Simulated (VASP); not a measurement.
Wanted: the native input for a VASP 6.6.1 run.

* Task: single point
* Functional: PBE
* Potentials or basis: VASP PAW PBE potentials, release 64 (Ta_pv, N)
* Cutoff: 520 eV
* k mesh: 4 × 4 × 6
* Occupations: gaussian, width 0.1 eV
* Spin: no spin polarisation
* Dipole correction: no
* Further INCAR settings: ALGO = Normal; EDIFF = 1e-06; NBANDS = 33

The structure of TaN lies in POSCAR:

```
TaN
1.0
    2.6582266300     -4.4479557200      0.0000000000
    2.6582266300      4.4479557200      0.0000000000
    0.0000000000      0.0000000000      2.8685001300
Ta N
3 3
Direct
    0.0000000000      0.0000000000      0.0000000000
    0.7089308000      0.2910692000      0.5000000000
    0.2910692000      0.7089308000      0.5000000000
    0.5000000000      0.5000000000      0.0000000000
    0.0000000000      0.5000000000      0.0000000000
    0.5000000000      0.0000000000      0.0000000000
```

The input as run:

INCAR

```
SYSTEM = TaN
PREC = Accurate
ENCUT = 520
EDIFF = 1E-6
ISMEAR = 0
SIGMA = 0.1
LREAL = .False.
LASPH = .True.
NELM = 100
ALGO = Normal
ISIF = 2
LWAVE = .False.
LCHARG = .False.
GGA = PE
NBANDS = 33
```

KPOINTS

```
regular mesh
0
Gamma
  4 4 6
  0 0 0
```

Potentials or basis: VASP PAW PBE potentials, release 64 (Ta_pv, N).

The run is started by

```bash
$ cat potpaw_PBE.64/Ta_pv/POTCAR potpaw_PBE.64/N/POTCAR > POTCAR
$ mpirun -np 1 vasp_std > vasp.out
```

Results of the run:

```json
{
  "Pressure": "32.8 GPa",
  "Largest force": "7.521 eV/Å",
  "Band gap on the k mesh": "zero (band 24 reaches 8.15 eV, above the bottom of band 25 at 6.90 eV)"
}
```

Caveat: the k points lie up to 0.37 Å⁻¹ apart; spin-orbit coupling is left out, which moves the levels of the heavy elements; forces of over 1 eV/Å act on the atoms, so gaps and moduli don't describe the material at rest.

It took 35 s on 1 thread of Intel(R) Xeon(R) Platinum 8559C (Emerald Rapids) (shared host), peak memory 0.21 GiB.
